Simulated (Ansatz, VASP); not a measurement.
**SiW3: VASP beside Ansatz**

INCAR

```
PREC = Accurate
ENCUT = 520
EDIFF = 1E-6
ISMEAR = 0
SIGMA = 0.15
LREAL = False
LASPH = True
NELM = 60
ALGO = Fast
ISIF = 2
LWAVE = False
LCHARG = True
GGA = PE
LELF = True
LVHAR = True
NBANDS = 31
```

Contents of KPOINTS:

```
regular mesh
0
Gamma
  10 10 10
```

The input POSCAR:

```
SiW3
1.0
   -2.6037661908      2.6037661908      2.6037661908
    2.6037661908     -2.6037661908      2.6037661908
    2.6037661908      2.6037661908     -2.6037661908
Si W
1 3
Direct
    0.0000000000      0.0000000000      0.0000000000
    0.5000000000      0.5000000000      0.0000000000
    0.5000000000      0.0000000000      0.5000000000
    0.0000000000      0.5000000000      0.5000000000
```

Input for Ansatz:

```yaml
crystal:
  lattice:
    - [-2.6037661908, 2.6037661908, 2.6037661908]
    - [2.6037661908, -2.6037661908, 2.6037661908]
    - [2.6037661908, 2.6037661908, -2.6037661908]
  atoms:
    - { symbol: Si, position: [0.0, 0.0, 0.0] }
    - { symbol: W, position: [0.5, 0.5, 0.0] }
    - { symbol: W, position: [0.5, 0.0, 0.5] }
    - { symbol: W, position: [0.0, 0.5, 0.5] }
basis:
  ecutwfc: 420
kpoints:
  mp_grid: { grid: [10, 10, 10] }
hamiltonian:
  xc: pbe
scf:
  occupations: { method: gaussian, width: 0.15 }
output:
  forces: true
  stress: true
  eigenvalues: true
```

Alike in both runs: task single point; functional PBE; k mesh 10 × 10 × 10; occupations gaussian, width 0.15 eV; no spin polarisation.

|  | VASP | Ansatz |
| --- | --- | --- |
| version | VASP 6.6.1 | Ansatz 0.2.0 |
| potentials or method | VASP PAW PBE potentials, release 64 (Si, W_sv), cutoff 520 eV | scalar-relativistic, plane waves, PAW |
| valence electrons in the cell | 46 | 46 |

|  | VASP | Ansatz | Ansatz less VASP |
| --- | --- | --- | --- |
| gap on the k mesh at the Fermi level (eV) | none | none | - |
| pressure (GPa) | 0.5 | 0.2 | -0.33 |

A gap of «none» marks a metal or a gap that the smearing closes.

Spin-orbit coupling is off throughout.
